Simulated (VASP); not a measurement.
Wanted: the native input for a VASP 6.6.1 run.

| Property | Result |
| --- | --- |
| Task | single point |
| Functional | PBE |
| Potentials or basis | VASP PAW PBE potentials, release 64 (Si, O) |
| Cutoff | 520 eV |
| k mesh | 6 × 6 × 9 |
| Occupations | fermi-dirac, width 0.1 eV |
| Spin | no spin polarisation |
| Dipole correction | no |
| Further INCAR settings | ALGO = Normal; EDIFF = 1e-07; NBANDS = 25 |

The structure of SiO2 lies in POSCAR:

```
SiO2
1.0
    4.1897980000      0.0000000000      0.0000000000
    0.0000000000      4.1897980000      0.0000000000
    0.0000000000      0.0000000000      2.6734750000
Si O
2 4
Direct
    0.0000000000      0.0000000000      0.0000000000
    0.5000000000      0.5000000000      0.5000000000
    0.3061500000      0.3061500000      0.0000000000
    0.1938500000      0.8061500000      0.5000000000
    0.6938500000      0.6938500000      0.0000000000
    0.8061500000      0.1938500000      0.5000000000
```

These files were run (other wordings do the same):

INCAR

```
SYSTEM = SiO2
  PREC = Accurate
  ENCUT = 520
  EDIFF = 1E-7
  ISMEAR = -1
  SIGMA = 0.1
  LREAL = .False.
  LASPH = .True.
  NELM = 80
  ALGO = Normal
  ISIF = 2
  LWAVE = .False.
  LCHARG = .False.
  GGA = PE
  NBANDS = 25
```

KPOINTS

```
regular mesh
0
Gamma
  6 6 9
  0 0 0
```

Potentials or basis: VASP PAW PBE potentials, release 64 (Si, O).

Run with:

```console
$ cat potpaw_PBE.64/Si/POTCAR potpaw_PBE.64/O/POTCAR > POTCAR
$ mpirun -np 1 vasp_std > vasp.out
```

It gave:

The pressure is 8.4 GPa, the largest force is 0.086 eV/Å and the band gap on the k mesh is 5.47 eV.

Caveat: the cell stands under pressure; an odd mesh through Γ misses points on the zone boundary, where band edges can lie.

Run time: 71 s on 1 thread of Intel Xeon 8259CL (shared host), peak memory 0.18 GiB.
